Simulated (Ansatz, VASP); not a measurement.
## HfC5 in VASP and in Ansatz

The input INCAR:

```
  ALGO = Normal
  EDIFF = 1E-6
  EDIFFG = -0.01
  ENCUT = 600
  GGA = PE
  IBRION = 2
  ISIF = 3
  ISMEAR = 1
  LASPH = T
  LCHARG = F
  LREAL = F
  LWAVE = F
  NELM = 100
  NSW = 100
  PREC = Accurate
  SIGMA = 0.1
```

Contents of KPOINTS:

```
k-points
0
Gamma
  12 12 14
```

File POSCAR:

```
HfC5
1.0
    4.6043623181      0.0000000000      0.0000000000
   -2.3021811591      3.9874947357      0.0000000000
    0.0000000000      0.0000000000      2.5962202263
Hf C
1 5
Direct
    0.0000000000      0.0000000000      0.0000000000
    0.0000000000      0.5000000000      0.5000000000
    0.3333333333      0.6666666667      0.0000000000
    0.6666666667      0.3333333333      0.0000000000
    0.5000000000      0.0000000000      0.5000000000
    0.5000000000      0.5000000000      0.5000000000
```

Input for Ansatz:

```yaml
crystal:
  lattice:
    - [4.6043623181, 0.0, 0.0]
    - [-2.3021811591, 3.9874947357, 0.0]
    - [0.0, 0.0, 2.5962202263]
  atoms:
    - { symbol: Hf, position: [0.0, 0.0, 0.0] }
    - { symbol: C, position: [0.0, 0.5, 0.5] }
    - { symbol: C, position: [0.3333333333, 0.6666666667, 0.0] }
    - { symbol: C, position: [0.6666666667, 0.3333333333, 0.0] }
    - { symbol: C, position: [0.5, 0.0, 0.5] }
    - { symbol: C, position: [0.5, 0.5, 0.5] }
basis:
  ecutwfc: 420
kpoints:
  mp_grid: { grid: [12, 12, 14] }
hamiltonian:
  xc: pbe
scf:
  occupations: { method: cold, width: 0.1 }
  mixing: { algorithm: broyden, beta: 0.3, ndim: 8 }
output:
  forces: true
  eigenvalues: true
  stress: true
relax:
  adjacent_minimum: "off"
  f_tol: 0.01
  max_steps: 80
  cell: { stress_tol: 0.05 }
```

Alike in both runs: task relaxation of cell and atoms; functional PBE; k mesh 12 × 12 × 14; no spin polarisation.

|  | VASP | Ansatz |
| --- | --- | --- |
| version | VASP 6.6.1 | Ansatz 0.2.0 |
| potentials or method | VASP PAW PBE potentials, release 64 (Hf_pv, C), cutoff 600 eV | scalar-relativistic, plane waves, PAW |
| occupations | methfessel-paxton of order 1, width 0.1 eV | cold, width 0.1 eV |
| valence electrons in the cell | 30 | 46 |

Ansatz gave:

```
gap on the k mesh at the Fermi level, each at its own relaxed structure (eV) : none
relaxed volume (Å³/atom)                                                     : 7.94
relaxed length of the cell vector where the two differ most in proportion (Å)              : 4.622
```

What did VASP give for the same quantities?

gap on the k mesh at the Fermi level, each at its own relaxed structure (eV): none; relaxed volume (Å³/atom): 7.90; relaxed length of the cell vector where the two differ most in proportion (Å): 4.613.

A gap of «none» marks a metal or a gap that the smearing closes. VASP's potentials hold 30 valence electrons a cell and Ansatz's 46, so a difference there can come from the potentials and not from the codes.

Spin-orbit coupling is off throughout.
